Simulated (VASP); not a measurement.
A run of VASP 6.6.1 is set up as follows.

Contents of INCAR:

```
SYSTEM = BaTiO3
PREC     = Accurate       ! precision mode
ENCUT    = 520            ! plane-wave cutoff, eV
EDIFF    = 1E-6           ! SCF threshold, eV
ISMEAR   = -1             ! smearing method
SIGMA    = 0.02           ! smearing width, eV
LREAL    = .False.        ! projectors in reciprocal space
LASPH    = .True.         ! aspherical terms in the spheres
NELM     = 100            ! most SCF steps
ALGO     = Normal         ! electronic algorithm
ISIF     = 2              ! what is computed and relaxed
LWAVE    = .False.        ! write WAVECAR
LCHARG   = .True.         ! write CHGCAR
GGA      = PE             ! functional
LELF     = .True.         ! ELF
LVHAR    = .True.       
NBANDS   = 28             ! bands
```

Contents of KPOINTS:

```
regular mesh
0
Gamma
  6 6 6
  0 0 0
```

POSCAR

```
BaTiO3
1.0
    3.7612401604      0.0000000000      0.0000000000
    0.0000000000      3.7612401604      0.0000000000
    0.0000000000      0.0000000000      3.9940959546
Ba Ti O
1 1 3
Direct
    0.5000000000      0.5000000000      0.5000000000
    0.0000000000      0.0000000000      0.0000000000
    0.5000000000      0.0000000000      0.0000000000
    0.0000000000      0.5000000000      0.0000000000
    0.0000000000      0.0000000000      0.5000000000
```

Potentials or basis: VASP PAW PBE potentials, release 64 (Ba_sv, Ti_sv, O).

The run is started by

```sh
$ cat potpaw_PBE.64/Ba_sv/POTCAR potpaw_PBE.64/Ti_sv/POTCAR potpaw_PBE.64/O/POTCAR > POTCAR
$ mpirun -np 1 vasp_std > vasp.out
```

Question: Predict the band gap on the k mesh.

Answer: 1.83 eV, indirect (least direct gap 1.90 eV).

Question: Estimate the pressure.

Answer: 35.0 GPa.

Stress tensor (GPa, compression positive):
```
41.60  0.00  0.00
 0.00 41.60  0.00
 0.00  0.00 21.91
```

Caveat: the cell differs from its parent crystal (biaxial xy strain -5.8%); spin-orbit coupling is left out, which moves the levels of the heavy elements. A k mesh can miss the band edges.
